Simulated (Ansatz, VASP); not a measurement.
## Two plane-wave programs on BN

The input INCAR:

```
PREC = Accurate
ENCUT = 520
EDIFF = 1E-6
ISMEAR = 0
SIGMA = 0.02
LREAL = F
LASPH = T
NELM = 100
ALGO = Normal
ISIF = 2
LWAVE = F
LCHARG = F
GGA = PE
NBANDS = 11
```

KPOINTS

```
regular mesh
0
Gamma
  12 12 12
```

Contents of POSCAR:

```
BN
1.0
    1.2837385281      0.7411667847      3.2584907390
   -1.2837385281      0.7411667847      3.2584907390
    0.0000000000     -1.4823335696      3.2584907390
B N
1 1
Direct
    1.0243776791      1.0243776791      1.0243776791
    0.3080553209      0.3080553209      0.3080553209
```

Input for Ansatz:

```yaml
crystal:
  lattice:
    - [1.2837385281, 0.7411667847, 3.258490739]
    - [-1.2837385281, 0.7411667847, 3.258490739]
    - [0.0, -1.4823335696, 3.258490739]
  atoms:
    - { symbol: B, position: [1.0243776791, 1.0243776791, 1.0243776791] }
    - { symbol: "N", position: [0.3080553209, 0.3080553209, 0.3080553209] }
basis:
  ecutwfc: 420
kpoints:
  mp_grid: { grid: [12, 12, 12] }
hamiltonian:
  xc: pbe
scf:
  occupations: { method: gaussian, width: 0.02 }
output:
  forces: true
  stress: true
  eigenvalues: true
  populations: true
  write_density: true
  write_potential: true
  elf: true
  volumetric_format: npy
```

Alike in both runs: task single point; functional PBE; k mesh 12 × 12 × 12; occupations gaussian, width 0.02 eV; no spin polarisation.

|  | VASP | Ansatz |
| --- | --- | --- |
| version | VASP 6.6.1 | Ansatz 0.2.0 |
| potentials or method | VASP PAW PBE potentials, release 64 (B, N), cutoff 520 eV | scalar-relativistic, plane waves, PAW |
| valence electrons in the cell | 8 | 8 |

Ansatz gave:

| Quantity | Value |
| --- | --- |
| gap on the k mesh at the Fermi level (eV) | 2.28 |
| least direct gap on the mesh (eV) | 2.28 |
| pressure (GPa) | -24.0 |
| traceless stress, the component that is largest in VASP (GPa) | -10.92 |
| rms of the force components (eV/Å) | 3.405 |

Estimate VASP's values.

gap on the k mesh at the Fermi level (eV): 2.29; least direct gap on the mesh (eV): 2.29; pressure (GPa): -23.9; traceless stress, the component that is largest in VASP (GPa): -11.10; rms of the force components (eV/Å): 3.401.

Atom by atom the forces differ by 0.004 eV/Å (rms over components). The functional is the same, so the differences come from potentials, cutoffs and numerics.
